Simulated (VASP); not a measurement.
# TaN (Fm-3m) in VASP: further runs

Runs on TaN. Level: PBEsol. Tasks: single point.

Program: VASP 6.6.1. These are calculated values, not measurements. Logs are shortened: lines on timing, memory, paths and dates and some standing lists are left out, and cuts for length are marked.

### 1 The cell of the first run

It takes space group Fm-3m (No. 225, cubic). Conventional cell: a = 4.376 Å, b = 4.376 Å, c = 4.376 Å, α = 90.00°, β = 90.00°, γ = 90.00°. Ta (site symmetry m-3m) has 6 N at 2.19 Å within 2.9 Å. N (site symmetry m-3m) has 6 Ta at 2.19 Å within 2.9 Å.

### 2 Single point, PBEsol

INCAR reads:

```
PREC     = Accurate       # precision mode
ENCUT    = 520            # plane-wave cutoff, eV
EDIFF    = 1E-6           # SCF threshold, eV
ISMEAR   = 0              # smearing method
SIGMA    = 0.1            # smearing width, eV
LREAL    = False          # projectors in reciprocal space
LASPH    = True           # aspherical terms in the spheres
NELM     = 60             # most SCF steps
ALGO     = Fast           # electronic algorithm
ISIF     = 2              # what is computed and relaxed
LWAVE    = False          # write WAVECAR
LCHARG   = False          # write CHGCAR
GGA      = PS             # functional
NBANDS   = 24             # bands
```

KPOINTS reads:

```
Automatic mesh
0
Gamma
  16 16 12
```

POSCAR reads:

```
TaN
1.0
    2.1878447014      2.1878447014      0.0000000000
   -2.1878447014      2.1878447014      0.0000000000
    0.0000000000      0.0000000000      4.3756894028
Ta N
2 2
Direct
    0.5000000000      0.5000000000      0.0000000000
    0.0000000000      0.0000000000      0.5000000000
    0.0000000000      0.0000000000      0.0000000000
    0.5000000000      0.5000000000      0.5000000000
```

Potentials or basis: VASP PAW PBE potentials, release 64 (Ta_pv, N).

Started as:

```
$ cat potpaw_PBE.64/Ta_pv/POTCAR potpaw_PBE.64/N/POTCAR > POTCAR
$ mpirun -np 1 vasp_std > vasp.out
```

OUTCAR:

```text
PREC = Accurate
   ENCUT = 520
   EDIFF = 1E-6
   ISMEAR = 0
   LREAL = False
   LASPH = True
   NELM = 60
   ISIF = 2
   GGA = PS

 ion  position               nearest neighbor table
   1  0.500  0.500  0.000-   3 2.19   4 2.19   4 2.19   3 2.19   3 2.19   3 2.19   2 3.09   2 3.09
                             2 3.09   2 3.09   2 3.09   2 3.09   2 3.09   2 3.09
   2  0.000  0.000  0.500-   3 2.19   4 2.19   3 2.19   4 2.19   4 2.19   4 2.19   1 3.09   1 3.09
                             1 3.09   1 3.09   1 3.09   1 3.09   1 3.09   1 3.09
   3  0.000  0.000  0.000-   1 2.19   2 2.19   2 2.19   1 2.19   1 2.19   1 2.19
   4  0.500  0.500  0.500-   1 2.19   2 2.19   1 2.19   2 2.19   2 2.19   2 2.19

  LATTYP: Found a simple tetragonal cell.
 ALAT       =     3.0940796491
 C/A-ratio  =     1.4142135624

  Lattice vectors:

 A1 = (   2.1878447014,   2.1878447014,   0.0000000000)
 A2 = (  -2.1878447014,   2.1878447014,   0.0000000000)
 A3 = (   0.0000000000,   0.0000000000,   4.3756894028)

Analysis of symmetry for initial positions (statically):
=====================================================================
 Subroutine PRICEL returns following result:

  LATTYP: Found a face centered cubic cell.
 ALAT       =     4.3756894028

  Lattice vectors:

 A1 = (   0.0000000000,  -2.1878447014,  -2.1878447014)
 A2 = (   2.1878447014,   0.0000000000,  -2.1878447014)
 A3 = (   2.1878447014,  -2.1878447014,  -0.0000000000)

   2 primitive cells build up your supercell.

 Routine SETGRP: Setting up the symmetry group for a
 simple tetragonal supercell.

 Subroutine GETGRP returns: Found 16 space group operations
 (whereof 16 operations were pure point group operations)
 out of a pool of 16 trial point group operations.

The static configuration has the point symmetry D_4h.

Analysis of symmetry for dynamics (positions and initial velocities):
=====================================================================
 Subroutine PRICEL returns following result:

  LATTYP: Found a face centered cubic cell.
 ALAT       =     4.3756894028

  Lattice vectors:

 A1 = (   0.0000000000,  -2.1878447014,  -2.1878447014)
 A2 = (   2.1878447014,   0.0000000000,  -2.1878447014)
 A3 = (   2.1878447014,  -2.1878447014,  -0.0000000000)

   2 primitive cells build up your supercell.

 Routine SETGRP: Setting up the symmetry group for a
 simple tetragonal supercell.

 Subroutine GETGRP returns: Found 16 space group operations
 (whereof 16 operations were pure point group operations)
 out of a pool of 16 trial point group operations.

The dynamic configuration has the point symmetry D_4h.

 Subroutine INISYM returns: Found 16 space group operations
 (whereof 16 operations are pure point group operations),
 and found     2 'primitive' translations

----------------------------------------------------------------------------------------

                                     Primitive cell

  volume of cell :      20.9450

  direct lattice vectors                    reciprocal lattice vectors
     0.000000000 -2.187844701 -2.187844701    -0.228535416 -0.228535416 -0.228535416
     2.187844701  0.000000000 -2.187844701     0.228535416  0.228535416 -0.228535416
     2.187844701 -2.187844701 -0.000000000     0.228535416 -0.228535416  0.228535416

  length of vectors
     3.094079649  3.094079649  3.094079649     0.395834953  0.395834953  0.395834953

  position of ions in fractional coordinates (direct lattice)
     0.500000000  0.500000000  0.500000000
     0.000000000  0.000000000  1.000000000

  ion indices of the primitive-cell ions
   primitive index   ion index
                 1           1
                 2           4

----------------------------------------------------------------------------------------

 KPOINTS: Automatic mesh

Automatic generation of k-mesh.
 Grid dimensions read from file:
 generate k-points for:   16   16   12

 Generating k-lattice:

  Cartesian coordinates                     Fractional coordinates (reciprocal lattice)
     0.014283464  0.014283464  0.000000000     0.062500000  0.000000000  0.000000000
    -0.014283464  0.014283464  0.000000000     0.000000000  0.062500000  0.000000000
     0.000000000  0.000000000  0.019044618     0.000000000  0.000000000  0.083333333

  Length of vectors
     0.020199868  0.020199868  0.019044618

  Shift w.r.t. Gamma in fractional coordinates (k-lattice)
     0.000000000  0.000000000  0.000000000

 Subroutine IBZKPT returns following result:
 ===========================================

 Found    315 irreducible k-points:

 Following reciprocal coordinates:
            Coordinates               Weight
  0.000000  0.000000  0.000000      1.000000
  0.062500  0.000000  0.000000      4.000000
  0.125000  0.000000  0.000000      4.000000
  0.187500  0.000000  0.000000      4.000000
  0.250000  0.000000  0.000000      4.000000
  0.312500  0.000000  0.000000      4.000000
[... 16 lines left out ...]
  0.437500  0.125000  0.000000      8.000000
  0.500000  0.125000  0.000000      4.000000
 [... further k-points ...]
   k-points           NKPTS =    315   k-points in BZ     NKDIM =    315   number of bands    NBANDS=     24
   number of dos      NEDOS =    301   number of ions     NIONS =      4
   total plane-waves  NPLWV =  20736
   dimension x,y,z NGX =    24 NGY =   24 NGZ =   36
   dimension x,y,z NGXF=    48 NGYF=   48 NGZF=   72
   ions per type =               2   2
   NGX,Y,Z   is equivalent  to a cutoff of  12.90, 12.90, 13.68 a.u.
   NGXF,Y,Z  is equivalent  to a cutoff of  25.79, 25.79, 27.36 a.u.
 SYSTEM =  unknown system
   PREC   = accura    normal or accurate (medium, high low for compatibility)
   ISTART =      0    job   : 0-new  1-cont  2-samecut
   ICHARG =      2    charge: 1-file 2-atom 10-const
   ISPIN  =      1    spin polarized calculation?
   LNONCOLLINEAR =      F non collinear calculations
   LSORBIT =      F    spin-orbit coupling
   LASPH  =      T    aspherical Exc in radial PAW
   ENCUT  =  520.0 eV  38.22 Ry    6.18 a.u.   5.75  5.75  8.14*2*pi/ulx,y,z
   NELM   =     60;   NELMIN=  2; NELMDL= -5     # of ELM steps
   EDIFF  = 0.1E-05   stopping-criterion for ELM
   LREAL  =      F    real-space projection
   EDIFFG = 0.1E-04   stopping-criterion for IOM
   NSW    =      0    number of steps for IOM
   IBRION =     -1    ionic relax: 0-MD 1-quasi-New 2-CG
   NFREE  =      0    steps in history (QN), initial steepest desc. (CG)
   ISIF   =      2    stress and relaxation
   ISYM   =      2    0-nonsym 1-usesym 2-fastsym
   POTIM  = 0.5000    time-step for ionic-motion
   TEBEG  =    0.0;   TEEND  =   0.0 temperature during run
   PSTRESS=    0.0 pullay stress
   NELECT =      32.0000    total number of electrons
   NUPDOWN=      -1.0000    fix difference up-down
   EMIN   =  10.00;   EMAX   =-10.00  energy-range for DOS
   EFERMI =   0.00;   METHOD = LEGACY
   ISMEAR =     0;   SIGMA  =   0.10  broadening in eV -4-tet -1-fermi 0-gaus
   EFERMI_NEDOS =   21; number of points for ismear=-14 and -15
   IALGO  =     68    algorithm
   IMIX   =      4    mixing-type and parameters
     AMIX     =   0.40;   BMIX     =  1.00
     AMIX_MAG =   1.60;   BMIX_MAG =  1.00
  volume/ion in A,a.u.               =      10.47        70.67
  Fermi-wavevector in a.u.,A,eV,Ry     =   1.496540  2.828051 30.472044  2.239632
  Thomas-Fermi vector in A             =   2.608543
   LORBIT       =      0    0 simple, 1 ext, 2 COOP (PROOUT), +10 PAW based schemes
   GGA     = PS    functional components
   LHFCALC =     F    Hartree Fock is set to
   AEXX    =    0.0000 exact exchange contribution
   IVDW    =     0    specifies the selected vdW correction
   LEPSILON=     F    determine dielectric tensor
   LRPA    =     F    only Hartree local field effects (RPA)
 non-spin polarized calculation
 RMM-DIIS sequential band-by-band and
 Gauss-broadening in eV      SIGMA  =   0.10
  energy-cutoff  :      520.00
  volume of cell :       41.89
 maximum number of plane-waves:      1176
 NGX is ok and might be reduce to    24
   NGX = 11   NGY = 11   NGZ = 17

 number of electron      32.0000005 magnetization

 Free energy of the ion-electron system (eV)
  ---------------------------------------------------
  ext. energy  EPLUGINS =         0.00000000
  ---------------------------------------------------
  free energy    TOTEN  =       -46.42472194 eV

  energy without entropy =      -46.41497128  energy(sigma->0) =      -46.41984661

 E-fermi :   9.5377     XC(G=0): -13.6726

 val. band max:        9.5363394385   @ k =   0.3125   0.0625   0.0833
 cond. band min:       9.5447215219   @ k =   0.4375   0.3125   0.5000
 fundamental gap:      0.0083820833
 Fermi energy:         9.5377258257

 k-point     1 :       0.0000    0.0000    0.0000
  band No.  band energies     occupation
      1     -26.9019      2.00000
      2     -26.4312      2.00000
      3     -26.4312      2.00000
      4     -26.1289      2.00000
      5     -26.1285      2.00000
      6     -26.1285      2.00000
[... 16 lines left out ...]
     23      13.1974      0.00000
     24      14.2728      0.00000

 k-point     2 :       0.0625    0.0000    0.0000
  band No.  band energies     occupation
      1     -26.8931      2.00000
      2     -26.4477      2.00000
      3     -26.4260      2.00000
      4     -26.1520      2.00000
      5     -26.1348      2.00000
      6     -26.1290      2.00000
[... 16 lines left out ...]
     23      13.1077      0.00000
     24      14.3450      0.00000

 k-point     3 :       0.1250    0.0000    0.0000
  band No.  band energies     occupation
      1     -26.8673      2.00000
      2     -26.4940      2.00000
      3     -26.4108      2.00000
      4     -26.2185      2.00000
      5     -26.1526      2.00000
      6     -26.1307      2.00000
[... 16 lines left out ...]
     23      12.8609      0.00000
     24      12.9262      0.00000
[... 514 lines left out ...]
 k-point    23 :       0.4375    0.1250    0.0000
  band No.  band energies     occupation
      1     -26.7864      2.00000
      2     -26.7392      2.00000
      3     -26.5431      2.00000
      4     -26.4027      2.00000
      5     -26.2999      2.00000
      6     -26.2422      2.00000
[... 16 lines left out ...]
     23      14.9513      0.00000
     24      16.3532      0.00000

 k-point    24 :       0.5000    0.1250    0.0000
  band No.  band energies     occupation
      1     -26.7806      2.00000
      2     -26.7806      2.00000
      3     -26.4714      2.00000
      4     -26.4714      2.00000
      5     -26.2685      2.00000
      6     -26.2685      2.00000
[... 16 lines left out ...]
     23      15.8804      0.00000
     24      15.8804      0.00000

 [... further k-points ...]

------------------------ aborting loop because EDIFF is reached ----------------------------------------

  FORCE on cell =-STRESS in cart. coord.  units (eV):
  Direction    XX          YY          ZZ          XY          YZ          ZX
  --------------------------------------------------------------------------------------
  -------------------------------------------------------------------------------------
  Total        0.2544150      0.2544150      0.2921663      0.0000000     -0.0000000      0.0000000
  in kB        9.7306945      9.7306945     11.1745824      0.0000000     -0.0000000      0.0000000
  external PRESSURE =      10.2119905 kB  Pullay stress =       0.0000000 kB

 VOLUME and BASIS-vectors are now :
 -----------------------------------------------------------------------------
  energy-cutoff  :      520.00
  volume of cell :       41.89
      direct lattice vectors                 reciprocal lattice vectors
     2.187844701  2.187844701  0.000000000     0.228535416  0.228535416  0.000000000
    -2.187844701  2.187844701  0.000000000    -0.228535416  0.228535416  0.000000000
     0.000000000  0.000000000  4.375689403     0.000000000  0.000000000  0.228535416

 POSITION                                       TOTAL-FORCE (eV/Angst)
 -----------------------------------------------------------------------------------
      0.00000      2.18784      0.00000        -0.000000     -0.000000      0.000000
      0.00000      0.00000      2.18784         0.000000      0.000000     -0.000000
      0.00000      0.00000      0.00000         0.000000      0.000000     -0.000000
      0.00000      2.18784      2.18784         0.000000      0.000000     -0.000000
 -----------------------------------------------------------------------------------
    total drift:                                0.000000     -0.000000     -0.000000

  FREE ENERGIE OF THE ION-ELECTRON SYSTEM (eV)
  ---------------------------------------------------
  free  energy   TOTEN  =       -46.4247219361 eV

  energy  without entropy=      -46.4149712758  energy(sigma->0) =      -46.41984661
```

It took 7.1 min on 1 thread of Oxide Virtual Turin-like, shared host; peak memory 0.34 GiB.

Results:

```
Free energy            : -46.4247 eV
Pressure               : 1.0 GPa
Band gap on the k mesh : zero (bands 16 and 17 overlap by 4.13 eV)
```

Caveat: the PAW data sets were made with another functional, which shifts forces and pressure a little; spin-orbit coupling is left out, which moves the levels of the heavy elements.

(Continued in part 2 of 2.)
